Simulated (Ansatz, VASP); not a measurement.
**AlN in VASP and in Ansatz**

The input INCAR:

```
PREC = Accurate ; ENCUT = 520
EDIFF = 1E-7 ; ISMEAR = 0
SIGMA = 0.05 ; LREAL = False
LASPH = True ; NELM = 60
ALGO = Normal ; ISIF = 2
LWAVE = False ; LCHARG = True
GGA = PE ; LELF = True
LVHAR = True ; NBANDS = 26
```

The input KPOINTS:

```
regular mesh
0
Gamma
  8 6 4
```

The input POSCAR:

```
AlN
1.0
   -3.3134793387      0.0000000000      0.0000000000
    0.0000000000      0.0000000000     -4.1875902400
    0.0000000000     -5.7391145645      0.0000000000
Al N
4 4
Direct
    0.5333184513      0.2500000000      0.1666666667
   -0.0333184513      0.2500000000      0.6666666667
    0.0333184513      0.7500000000      0.3333333333
    0.4666815487      0.7500000000      0.8333333333
    0.5321024605      0.7500000000      0.1666666667
   -0.0321024605      0.7500000000      0.6666666667
    0.0321024605      0.2500000000      0.3333333333
    0.4678975395      0.2500000000      0.8333333333
```

Input for Ansatz:

```yaml
crystal:
  lattice:
    - [-3.3134793387, 0.0, 0.0]
    - [0.0, 0.0, -4.18759024]
    - [0.0, -5.7391145645, 0.0]
  atoms:
    - { symbol: Al, position: [0.5333184513, 0.25, 0.1666666667] }
    - { symbol: Al, position: [-0.0333184513, 0.25, 0.6666666667] }
    - { symbol: Al, position: [0.0333184513, 0.75, 0.3333333333] }
    - { symbol: Al, position: [0.4666815487, 0.75, 0.8333333333] }
    - { symbol: "N", position: [0.5321024605, 0.75, 0.1666666667] }
    - { symbol: "N", position: [-0.0321024605, 0.75, 0.6666666667] }
    - { symbol: "N", position: [0.0321024605, 0.25, 0.3333333333] }
    - { symbol: "N", position: [0.4678975395, 0.25, 0.8333333333] }
basis:
  ecutwfc: 520.0
kpoints:
  mp_grid: { grid: [8, 6, 4] }
hamiltonian:
  xc: pbe
  pseudopotentials: { kind: paw, azcp: { folder: soft_1 } }
scf:
  occupations: { method: gaussian, width: 0.05 }
output:
  forces: true
  stress: true
  eigenvalues: true
```

Change from the starting cell: mode 4 frozen in at -0.110 Å and mode 5 at +0.000 Å (largest displacements).

Alike in both runs: task single point; functional PBE; k mesh 8 × 6 × 4; occupations gaussian, width 0.05 eV; no spin polarisation.

```csv
,VASP,Ansatz
version,VASP 6.6.1,Ansatz 0.2.0
potentials or method,"VASP PAW PBE potentials, release 64 (Al, N), cutoff 520 eV","scalar-relativistic, plane waves, PAW"
valence electrons in the cell,32,32
```

|  | VASP | Ansatz | Ansatz less VASP |
| --- | --- | --- | --- |
| gap on the k mesh at the Fermi level (eV) | 3.22 | 3.21 | -0.008 |
| least direct gap on the mesh (eV) | 3.22 | 3.21 | -0.008 |
| pressure (GPa) | -0.8 | -0.6 | +0.18 |
| traceless stress, the component that is largest in VASP (GPa) | 0.25 | 0.30 | +0.051 |
| rms of the force components (eV/Å) | 0.169 | 0.168 | -0.0010 |

Atom by atom the forces differ by 0.001 eV/Å (rms over components).
